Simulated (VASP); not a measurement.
# SiGe (P6_3mc) in VASP: single point with r2SCAN

Aim: the single point of SiGe with r2SCAN.

Everything below comes from runs of VASP 6.6.1. Logs are shortened: lines on timing, memory, paths and dates and some standing lists are left out, and cuts for length are marked.

### 1 The cell of the first run

It takes space group P6_3mc (No. 186, hexagonal). Conventional cell: a = 4.022 Å, b = 4.022 Å, c = 6.647 Å, α = 90.00°, β = 90.00°, γ = 120.00°. Within 3.3 Å of Si (site symmetry 3m) lie 4 Ge at 2.47 to 2.49 Å. Within 3.3 Å of Ge (site symmetry 3m) lie 4 Si at 2.47 to 2.49 Å.

### 2 Single point, r2SCAN (strain +0.030 along x and y, +0.030 along z)

The input, POSCAR:

```
SiGe
1.0
    4.0215089716      0.0000000000      0.0000000000
   -2.0107544858      3.4827289309      0.0000000000
    0.0000000000      0.0000000000      6.6472900592
Si Ge
2 2
Direct
    0.6666666667      0.3333333333      0.8744661518
    0.3333333333      0.6666666667      0.3744661518
    0.6666666667      0.3333333333      0.5005328482
    0.3333333333      0.6666666667      0.0005328482
```

The input, INCAR.step1:

```
SYSTEM = SiGe
  PREC = Accurate
  ENCUT = 520
  ISMEAR = 0
  SIGMA = 0.05
  LREAL = .False.
  LASPH = .True.
  NELM = 60
  NBANDS = 26
  GGA = PE
  ALGO = Normal
  EDIFF = 1E-4
  LWAVE = .True.
  LCHARG = .False.
```

The input, INCAR.step2:

```
SYSTEM = SiGe
  PREC = Accurate
  ENCUT = 520
  EDIFF = 1E-7
  ISMEAR = 0
  SIGMA = 0.05
  LREAL = .False.
  LASPH = .True.
  NELM = 60
  ALGO = Normal
  ISIF = 2
  LWAVE = .False.
  LCHARG = .False.
  METAGGA = R2SCAN
  LMIXTAU = .True.
  NBANDS = 26
  ISTART = 1
```

The input, KPOINTS:

```
regular mesh
0
Gamma
  12 12 4
  0 0 0
```

Potentials or basis: VASP PAW PBE potentials, release 64 (Si, Ge_d).

Started as:

```sh
$ cat potpaw_PBE.64/Si/POTCAR potpaw_PBE.64/Ge_d/POTCAR > POTCAR
$ cp INCAR.step1 INCAR
$ mpirun -np 1 vasp_std > vasp.out
$ cp INCAR.step2 INCAR
$ mpirun -np 1 vasp_std > vasp.out
```

OUTCAR:

```text
SYSTEM = SiGe
   PREC = Accurate
   ENCUT = 520
   EDIFF = 1E-7
   ISMEAR = 0
   LREAL = .False.
   LASPH = .True.
   NELM = 60
   ISIF = 2
   METAGGA = R2SCAN
   ISTART = 1

 ion  position               nearest neighbor table
   1  0.667  0.333  0.874-   4 2.47   4 2.47   4 2.47   3 2.49
   2  0.333  0.667  0.374-   3 2.47   3 2.47   3 2.47   4 2.49
   3  0.667  0.333  0.501-   2 2.47   2 2.47   2 2.47   1 2.49
   4  0.333  0.667  0.001-   1 2.47   1 2.47   1 2.47   2 2.49

  LATTYP: Found a hexagonal cell.
 ALAT       =     4.0215089716
 C/A-ratio  =     1.6529342856

  Lattice vectors:

 A1 = (   4.0215089716,   0.0000000000,   0.0000000000)
 A2 = (  -2.0107544858,   3.4827289309,   0.0000000000)
 A3 = (   0.0000000000,   0.0000000000,   6.6472900592)

Analysis of symmetry for initial positions (statically):
=====================================================================
 Subroutine PRICEL returns:
 Original cell was already a primitive cell.

 Routine SETGRP: Setting up the symmetry group for a
 hexagonal supercell.

 Subroutine GETGRP returns: Found 12 space group operations
 (whereof  6 operations were pure point group operations)
 out of a pool of 24 trial point group operations.

The static configuration has the point symmetry C_3v.
 The point group associated with its full space group is C_6v.

Analysis of symmetry for dynamics (positions and initial velocities):
=====================================================================
 Subroutine PRICEL returns:
 Original cell was already a primitive cell.

 Routine SETGRP: Setting up the symmetry group for a
 hexagonal supercell.

 Subroutine GETGRP returns: Found 12 space group operations
 (whereof  6 operations were pure point group operations)
 out of a pool of 24 trial point group operations.

The dynamic configuration has the point symmetry C_3v.
 The point group associated with its full space group is C_6v.

 Subroutine INISYM returns: Found 12 space group operations
 (whereof  6 operations are pure point group operations),
 and found     1 'primitive' translations

----------------------------------------------------------------------------------------

                                     Primitive cell

  volume of cell :      93.1008

  direct lattice vectors                    reciprocal lattice vectors
     4.021508972  0.000000000  0.000000000     0.248662879  0.143565580  0.000000000
    -2.010754486  3.482728931  0.000000000     0.000000000  0.287131161  0.000000000
     0.000000000  0.000000000  6.647290059     0.000000000  0.000000000  0.150437245

  length of vectors
     4.021508972  4.021508972  6.647290059     0.287131161  0.287131161  0.150437245

  position of ions in fractional coordinates (direct lattice)
     0.666666667  0.333333333  0.874466152
     0.333333333  0.666666667  0.374466152
     0.666666667  0.333333333  0.500532848
     0.333333333  0.666666667  0.000532848

  ion indices of the primitive-cell ions
   primitive index   ion index
                 1           1
                 2           2
                 3           3
                 4           4

----------------------------------------------------------------------------------------

 KPOINTS: regular mesh

Automatic generation of k-mesh.
 Grid dimensions read from file:
 generate k-points for:   12   12    4

 Generating k-lattice:

  Cartesian coordinates                     Fractional coordinates (reciprocal lattice)
     0.020721907  0.011963798  0.000000000     0.083333333  0.000000000  0.000000000
     0.000000000  0.023927597  0.000000000     0.000000000  0.083333333  0.000000000
     0.000000000  0.000000000  0.037609311     0.000000000  0.000000000  0.250000000

  Length of vectors
     0.023927597  0.023927597  0.037609311

  Shift w.r.t. Gamma in fractional coordinates (k-lattice)
     0.000000000  0.000000000  0.000000000

 Subroutine IBZKPT returns following result:
 ===========================================

 Found     57 irreducible k-points:

 Following reciprocal coordinates:
            Coordinates               Weight
  0.000000  0.000000  0.000000      1.000000
  0.083333  0.000000  0.000000      6.000000
  0.166667  0.000000  0.000000      6.000000
  0.250000  0.000000  0.000000      6.000000
  0.333333  0.000000  0.000000      6.000000
  0.416667  0.000000  0.000000      6.000000
[... 16 lines left out ...]
  0.250000  0.000000  0.250000     12.000000
  0.333333  0.000000  0.250000     12.000000
 [... further k-points ...]
   k-points           NKPTS =     57   k-points in BZ     NKDIM =     57   number of bands    NBANDS=     26
   number of dos      NEDOS =    301   number of ions     NIONS =      4
   total plane-waves  NPLWV =  45000
   dimension x,y,z NGX =    30 NGY =   30 NGZ =   50
   dimension x,y,z NGXF=    60 NGYF=   60 NGZF=  100
   ions per type =               2   2
   NGX,Y,Z   is equivalent  to a cutoff of  12.40, 12.40, 12.50 a.u.
   NGXF,Y,Z  is equivalent  to a cutoff of  24.80, 24.80, 25.01 a.u.
 SYSTEM =  SiGe
   PREC   = accura    normal or accurate (medium, high low for compatibility)
   ISTART =      1    job   : 0-new  1-cont  2-samecut
   ICHARG =      0    charge: 1-file 2-atom 10-const
   ISPIN  =      1    spin polarized calculation?
   LNONCOLLINEAR =      F non collinear calculations
   LSORBIT =      F    spin-orbit coupling
   LASPH  =      T    aspherical Exc in radial PAW
   ENCUT  =  520.0 eV  38.22 Ry    6.18 a.u.   7.48  7.48 12.36*2*pi/ulx,y,z
   NELM   =     60;   NELMIN=  2; NELMDL=  0     # of ELM steps
   EDIFF  = 0.1E-06   stopping-criterion for ELM
   LREAL  =      F    real-space projection
   EDIFFG = 0.1E-05   stopping-criterion for IOM
   NSW    =      0    number of steps for IOM
   IBRION =     -1    ionic relax: 0-MD 1-quasi-New 2-CG
   NFREE  =      0    steps in history (QN), initial steepest desc. (CG)
   ISIF   =      2    stress and relaxation
   ISYM   =      2    0-nonsym 1-usesym 2-fastsym
   POTIM  = 0.5000    time-step for ionic-motion
   TEBEG  =    0.0;   TEEND  =   0.0 temperature during run
   PSTRESS=    0.0 pullay stress
   NELECT =      36.0000    total number of electrons
   NUPDOWN=      -1.0000    fix difference up-down
   EMIN   =  10.00;   EMAX   =-10.00  energy-range for DOS
   EFERMI =   0.00;   METHOD = LEGACY
   ISMEAR =     0;   SIGMA  =   0.05  broadening in eV -4-tet -1-fermi 0-gaus
   EFERMI_NEDOS =   21; number of points for ismear=-14 and -15
   IALGO  =     38    algorithm
   IMIX   =      4    mixing-type and parameters
     AMIX     =   0.40;   BMIX     =  1.00
     AMIX_MAG =   1.60;   BMIX_MAG =  1.00
  volume/ion in A,a.u.               =      23.28       157.07
  Fermi-wavevector in a.u.,A,eV,Ry     =   1.192682  2.253842 19.354146  1.422490
  Thomas-Fermi vector in A             =   2.328714
   LORBIT       =      0    0 simple, 1 ext, 2 COOP (PROOUT), +10 PAW based schemes
   METAGGA = R2SCAN    functional components
   LHFCALC =     F    Hartree Fock is set to
   AEXX    =    0.0000 exact exchange contribution
   IVDW    =     0    specifies the selected vdW correction
   LEPSILON=     F    determine dielectric tensor
   LRPA    =     F    only Hartree local field effects (RPA)
 non-spin polarized calculation
 Gauss-broadening in eV      SIGMA  =   0.05
  energy-cutoff  :      520.00
  volume of cell :       93.10
 maximum number of plane-waves:      2539
 NGX is ok and might be reduce to    30
   NGX = 15   NGY = 15   NGZ = 25

 number of electron      35.9999996 magnetization

 Free energy of the ion-electron system (eV)
  ---------------------------------------------------
  ext. energy  EPLUGINS =         0.00000000
  ---------------------------------------------------
  free energy    TOTEN  =       -45.01140918 eV

  energy without entropy =      -45.01140918  energy(sigma->0) =      -45.01140918

 E-fermi :   4.8666     XC(G=0):  -9.9683

 val. band max:        4.5950425733   @ k =   0.0000   0.0000   0.0000
 cond. band min:       5.1106877364   @ k =   0.0000   0.0000   0.0000
 fundamental gap:      0.5156451631
 Fermi energy:         4.8665585542

 k-point     1 :       0.0000    0.0000    0.0000
  band No.  band energies     occupation
      1     -20.5643      2.00000
      2     -20.5641      2.00000
      3     -20.5613      2.00000
      4     -20.5613      2.00000
      5     -20.5590      2.00000
      6     -20.5590      2.00000
[... 18 lines left out ...]
     25       9.0498      0.00000
     26      11.5727      0.00000

 k-point     2 :       0.0833    0.0000    0.0000
  band No.  band energies     occupation
      1     -20.5642      2.00000
      2     -20.5640      2.00000
      3     -20.5614      2.00000
      4     -20.5610      2.00000
      5     -20.5588      2.00000
      6     -20.5586      2.00000
[... 18 lines left out ...]
     25       9.3506      0.00000
     26      11.0338      0.00000

 k-point     3 :       0.1667    0.0000    0.0000
  band No.  band energies     occupation
      1     -20.5645      2.00000
      2     -20.5632      2.00000
      3     -20.5617      2.00000
      4     -20.5603      2.00000
      5     -20.5583      2.00000
      6     -20.5577      2.00000
[... 18 lines left out ...]
     25      10.1421      0.00000
     26      10.2631      0.00000

 k-point     4 :       0.2500    0.0000    0.0000
  band No.  band energies     occupation
      1     -20.5652      2.00000
      2     -20.5624      2.00000
      3     -20.5618      2.00000
      4     -20.5593      2.00000
      5     -20.5574      2.00000
      6     -20.5565      2.00000
[... 18 lines left out ...]
     25      11.1227      0.00000
     26      11.2334      0.00000

 k-point     5 :       0.3333    0.0000    0.0000
  band No.  band energies     occupation
      1     -20.5660      2.00000
      2     -20.5626      2.00000
      3     -20.5609      2.00000
      4     -20.5585      2.00000
      5     -20.5563      2.00000
      6     -20.5553      2.00000
[... 18 lines left out ...]
     25      11.5004      0.00000
     26      12.0834      0.00000

 k-point     6 :       0.4167    0.0000    0.0000
  band No.  band energies     occupation
      1     -20.5666      2.00000
      2     -20.5630      2.00000
      3     -20.5602      2.00000
      4     -20.5580      2.00000
      5     -20.5555      2.00000
      6     -20.5545      2.00000
[... 427 lines left out ...]
 k-point    21 :       0.0833    0.0000    0.2500
  band No.  band energies     occupation
      1     -20.5642      2.00000
      2     -20.5640      2.00000
      3     -20.5610      2.00000
      4     -20.5607      2.00000
      5     -20.5592      2.00000
      6     -20.5590      2.00000
[... 18 lines left out ...]
     25       8.9551      0.00000
     26      11.6548      0.00000

 k-point    22 :       0.1667    0.0000    0.2500
  band No.  band energies     occupation
      1     -20.5644      2.00000
      2     -20.5637      2.00000
      3     -20.5609      2.00000
      4     -20.5599      2.00000
      5     -20.5587      2.00000
      6     -20.5581      2.00000
[... 18 lines left out ...]
     25       9.7187      0.00000
     26      11.0713      0.00000

 k-point    23 :       0.2500    0.0000    0.2500
  band No.  band energies     occupation
      1     -20.5651      2.00000
      2     -20.5636      2.00000
      3     -20.5603      2.00000
      4     -20.5589      2.00000
      5     -20.5578      2.00000
      6     -20.5569      2.00000
[... 18 lines left out ...]
     25      10.7345      0.00000
     26      10.9824      0.00000

 k-point    24 :       0.3333    0.0000    0.2500
  band No.  band energies     occupation
      1     -20.5658      2.00000
      2     -20.5639      2.00000
      3     -20.5596      2.00000
      4     -20.5580      2.00000
      5     -20.5568      2.00000
      6     -20.5557      2.00000
[... 18 lines left out ...]
     25      11.7572      0.00000
     26      11.9383      0.00000

 [... further k-points ...]
[... 5 lines left out ...]
  --------------------------------------------------------------------------------------
  -------------------------------------------------------------------------------------
  Total       -3.5675565     -3.5675565     -3.5946484      0.0000000      0.0000000     -0.0000000
  in kB      -61.3943055    -61.3943055    -61.8605327      0.0000000      0.0000000     -0.0000000
  external PRESSURE =     -61.5497146 kB  Pullay stress =       0.0000000 kB

 VOLUME and BASIS-vectors are now :
 -----------------------------------------------------------------------------
  energy-cutoff  :      520.00
  volume of cell :       93.10
      direct lattice vectors                 reciprocal lattice vectors
     4.021508972  0.000000000  0.000000000     0.248662879  0.143565580  0.000000000
    -2.010754486  3.482728931  0.000000000     0.000000000  0.287131161  0.000000000
     0.000000000  0.000000000  6.647290059     0.000000000  0.000000000  0.150437245

 POSITION                                       TOTAL-FORCE (eV/Angst)
 -----------------------------------------------------------------------------------
      2.01075      1.16091      5.81283        -0.000000      0.000000      0.028653
     -0.00000      2.32182      2.48919        -0.000000      0.000000      0.028653
      2.01075      1.16091      3.32719        -0.000000     -0.000000     -0.028653
     -0.00000      2.32182      0.00354         0.000000      0.000000     -0.028653
 -----------------------------------------------------------------------------------
    total drift:                               -0.000000     -0.000001      0.016439

  FREE ENERGIE OF THE ION-ELECTRON SYSTEM (eV)
  ---------------------------------------------------
  free  energy   TOTEN  =       -45.0114091754 eV

  energy  without entropy=      -45.0114091754  energy(sigma->0) =      -45.01140918
```

Run time: 6.9 min. Hardware: 1 thread of AMD EPYC 7R13 (Zen 3), shared host; peak memory 0.26 GiB.

Results:

```yaml
Free_energy: -45.0114 eV
Pressure: -6.2 GPa
Largest_force: 0.029 eV/Å
Band_gap_on_the_k_mesh: 0.52 eV, direct
```

Forces in eV/Å, atoms in the order of the input:
```
Si   0.000  0.000  0.029
Si   0.000  0.000  0.029
Ge   0.000  0.000 -0.029
Ge   0.000  0.000 -0.029
```

Levels at points of the mesh, in eV from the valence-band top:
```tsv
k point	band 15	band 16	band 17	band 18	band 19	band 20	band 21	band 22
(0.00, 0.00, 0.00)	-1.51	-0.29	0.00	0.00	0.52	1.08	2.26	2.26
(0.50, 0.00, 0.00)	-4.47	-3.01	-2.76	-1.46	0.78	2.09	3.57	3.61
(0.00, 0.00, 0.50)	-0.91	-0.91	-0.91	-0.91	1.27	1.27	3.31	3.31
(0.50, 0.00, 0.50)	-2.49	-2.49	-2.39	-2.39	0.87	0.87	2.23	2.23
```

Caveat: the cell differs from its parent crystal (strain +0.030 along x and y, +0.030 along z); the PAW data sets were made with another functional, which shifts forces and pressure a little. A k mesh can miss the band edges.
